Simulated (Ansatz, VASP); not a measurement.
## Ta4O: VASP beside Ansatz

```
CELL_PARAMETERS angstrom
3.25910 0.00000 0.00000
0.00000 3.25910 0.00000
0.00000 0.00000 7.34198
ATOMIC_POSITIONS crystal
Ta 0.00000 0.00000 0.50000
Ta 0.50000 0.50000 0.78278
Ta 0.50000 0.50000 0.21722
Ta 0.00000 0.00000 0.00000
O 0.50000 0.50000 0.50000
```

Change from the starting cell: strain +0.015 along x and y, +0.000 along z, atoms carried along.

Alike in both runs: task single point; functional PBEsol; k mesh 14 × 14 × 8; occupations gaussian, width 0.15 eV; no spin polarisation.

|  | VASP | Ansatz |
| --- | --- | --- |
| version | VASP 6.6.1 | Ansatz 0.2.0 |
| potentials or method | VASP PAW PBE potentials, release 64 (Ta_pv, O), cutoff 520 eV | scalar-relativistic, plane waves, PAW |
| valence electrons in the cell | 50 | 58 |

VASP gave:

| Property | Result |
| --- | --- |
| gap on the k mesh at the Fermi level (eV) | none |
| pressure (GPa) | -5.7 |
| traceless stress, the component that is largest in VASP (GPa) | 1.46 |
| rms of the force components (eV/Å) | 0.040 |

Task: What did Ansatz give for the same quantities?

Result: gap on the k mesh at the Fermi level (eV): none; pressure (GPa): -6.0; traceless stress, the component that is largest in VASP (GPa): 1.32; rms of the force components (eV/Å): 0.026.

VASP's potentials were made for PBE, not for PBEsol. Atom by atom the forces differ by 0.014 eV/Å (rms over components). A gap of «none» marks a metal or a gap that the smearing closes. The functional is the same, so the differences come from potentials, cutoffs and numerics. VASP's potentials hold 50 valence electrons a cell and Ansatz's 58, so a difference there can come from the potentials and not from the codes.

Spin-orbit coupling is off throughout.
